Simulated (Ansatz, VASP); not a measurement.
## Ta4In: VASP beside Ansatz

Contents of INCAR:

```
SYSTEM = Ta4In
ALGO = Fast ; EDIFF = 1E-7
ENCUT = 520 ; GGA = PE
ISIF = 2 ; ISMEAR = 0
LASPH = .True. ; LCHARG = .False.
LREAL = .False. ; LWAVE = .False.
NBANDS = 68 ; NELM = 100
PREC = Accurate ; SIGMA = 0.2
```

KPOINTS

```
k-points
0
Gamma
  6 4 6
  0 0 0
```

Contents of POSCAR:

```
Ta4In
1.0
    0.0000000000     -3.4502147724      0.0000000000
    6.9004295447      0.0000000000      0.0000000000
   -1.7251073862      1.7251073862      7.9347359501
Ta In
8 2
Direct
    0.1994545199      0.0997272599      0.3989090398
    0.1994545199      0.5997272599      0.3989090398
    0.6054548108      0.3027274054      0.2109096216
    0.6054548108      0.8027274054      0.2109096216
    0.3945451892      0.1972725946      0.7890903784
    0.3945451892      0.6972725946      0.7890903784
    0.8005454801      0.4002727401      0.6010909602
    0.8005454801      0.9002727401      0.6010909602
    0.0000000000      0.0000000000      0.0000000000
    0.0000000000      0.5000000000      0.0000000000
```

Input for Ansatz:

```yaml
crystal:
  lattice:
    - [0.0, -3.4502147724, 0.0]
    - [6.9004295447, 0.0, 0.0]
    - [-1.7251073862, 1.7251073862, 7.9347359501]
  atoms:
    - { symbol: Ta, position: [0.1994545199, 0.0997272599, 0.3989090398] }
    - { symbol: Ta, position: [0.1994545199, 0.5997272599, 0.3989090398] }
    - { symbol: Ta, position: [0.6054548108, 0.3027274054, 0.2109096216] }
    - { symbol: Ta, position: [0.6054548108, 0.8027274054, 0.2109096216] }
    - { symbol: Ta, position: [0.3945451892, 0.1972725946, 0.7890903784] }
    - { symbol: Ta, position: [0.3945451892, 0.6972725946, 0.7890903784] }
    - { symbol: Ta, position: [0.8005454801, 0.4002727401, 0.6010909602] }
    - { symbol: Ta, position: [0.8005454801, 0.9002727401, 0.6010909602] }
    - { symbol: In, position: [0.0, 0.0, 0.0] }
    - { symbol: In, position: [0.0, 0.5, 0.0] }
basis:
  ecutwfc: 420
kpoints:
  mp_grid: { grid: [6, 4, 6] }
hamiltonian:
  xc: pbe
scf:
  occupations: { method: gaussian, width: 0.2 }
  lower_state_search: "off"
output:
  forces: true
  stress: true
  eigenvalues: true
```

Alike in both runs: task single point; functional PBE; k mesh 6 × 4 × 6; occupations gaussian, width 0.2 eV; no spin polarisation.

```csv
,VASP,Ansatz
version,VASP 6.6.1,Ansatz 0.2.0
potentials or method,"VASP PAW PBE potentials, release 64 (Ta_pv, In_d), cutoff 520 eV","scalar-relativistic, plane waves, PAW"
valence electrons in the cell,114,130
```

Ansatz gave:

```
gap on the k mesh at the Fermi level (eV)                     : none
pressure (GPa)                                                : -0.1
traceless stress, the component that is largest in VASP (GPa) : -0.14
rms of the force components (eV/Å)                            : 0.004
```

Question: Which values does VASP return?

Answer: gap on the k mesh at the Fermi level (eV): none; pressure (GPa): 0.0; traceless stress, the component that is largest in VASP (GPa): -0.13; rms of the force components (eV/Å): 0.003.

Atom by atom the forces differ by 0.003 eV/Å (rms over components). A gap of «none» marks a metal or a gap that the smearing closes. VASP's potentials hold 114 valence electrons a cell and Ansatz's 130, so a difference there can come from the potentials and not from the codes.

Spin-orbit coupling is off throughout.
